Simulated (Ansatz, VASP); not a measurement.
# CdSe: VASP beside Ansatz

```xyz
4
Lattice="4.2985 0.0537 0.0000 -2.1027 3.6957 0.0000 0.0000 0.0000 7.0152" Properties=species:S:1:pos:R:3 pbc="T T T"
Cd    2.1648    1.2677    0.0000
Cd    0.0310    2.4817    3.5076
Se    2.1648    1.2677    2.6307
Se    0.0310    2.4817    6.1383
```

Change from the starting cell: strain +0.0250 x Voigt [0, 0, 0, 0, 0, 1], atoms carried along.

Alike in both runs: task single point; functional PBE; k mesh 6 × 6 × 4; occupations gaussian, width 0.05 eV; no spin polarisation.

```csv
,VASP,Ansatz
version,VASP 6.6.1,Ansatz 0.2.0
potentials or method,"VASP PAW PBE potentials, release 64 (Cd, Se), cutoff 520 eV","scalar-relativistic, plane waves, PAW"
valence electrons in the cell,36,72
```

VASP gave:

```
gap on the k mesh at the Fermi level (eV)                     : 0.63
least direct gap on the mesh (eV)                             : 0.63
pressure (GPa)                                                : 3.3
traceless stress, the component that is largest in VASP (GPa) : -0.90
rms of the force components (eV/Å)                            : 0.096
```

Problem. What did Ansatz give for the same quantities?

Solution. gap on the k mesh at the Fermi level (eV): 0.63; least direct gap on the mesh (eV): 0.63; pressure (GPa): 3.0; traceless stress, the component that is largest in VASP (GPa): -0.89; rms of the force components (eV/Å): 0.092.

Atom by atom the forces differ by 0.004 eV/Å (rms over components). VASP's potentials hold 36 valence electrons a cell and Ansatz's 72, so a difference there can come from the potentials and not from the codes.
